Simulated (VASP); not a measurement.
A run of VASP 6.6.1:

File INCAR:

```
PREC = Accurate
ENCUT = 600
EDIFF = 1E-7
ISMEAR = 0
SIGMA = 0.1
LREAL = False
LASPH = True
NELM = 60
ALGO = Normal
ISIF = 3
LWAVE = False
LCHARG = False
GGA = PE
IBRION = 2
NSW = 100
EDIFFG = -0.01
```

File KPOINTS:

```
regular mesh
0
Gamma
  12 12 6
```

File POSCAR:

```
ZrPbO4
1.0
    3.6619998876      0.0000000000      0.0000000000
   -1.8309999438      3.1713849313      0.0000000000
    0.0000000000      0.0000000000      6.2558274705
Zr Pb O
1 1 4
Direct
    0.0000000000      0.0000000000      0.5000000000
    0.0000000000      0.0000000000      0.0000000000
    0.3333333333      0.6666666667      0.7024172830
    0.3333333333      0.6666666667      0.2975827170
    0.6666666667      0.3333333333      0.2975827170
    0.6666666667      0.3333333333      0.7024172830
```

Potentials or basis: VASP PAW PBE potentials, release 64 (Zr_sv, Pb_d, O).

Run with:

```bash
$ cat potpaw_PBE.64/Zr_sv/POTCAR potpaw_PBE.64/Pb_d/POTCAR potpaw_PBE.64/O/POTCAR > POTCAR
$ mpirun -np 1 vasp_std > vasp.out
```

Hardware: 1 thread of Intel(R) Xeon(R) 6975P-C (Granite Rapids), on a shared host.

Question: Estimate the wall time of this run.

Answer: Run time: 3.6 min on 1 thread of Intel(R) Xeon(R) 6975P-C (Granite Rapids), on a shared host, peak memory 0.35 GiB. Counts: scf iterations 31, k points 76, ion steps 3.
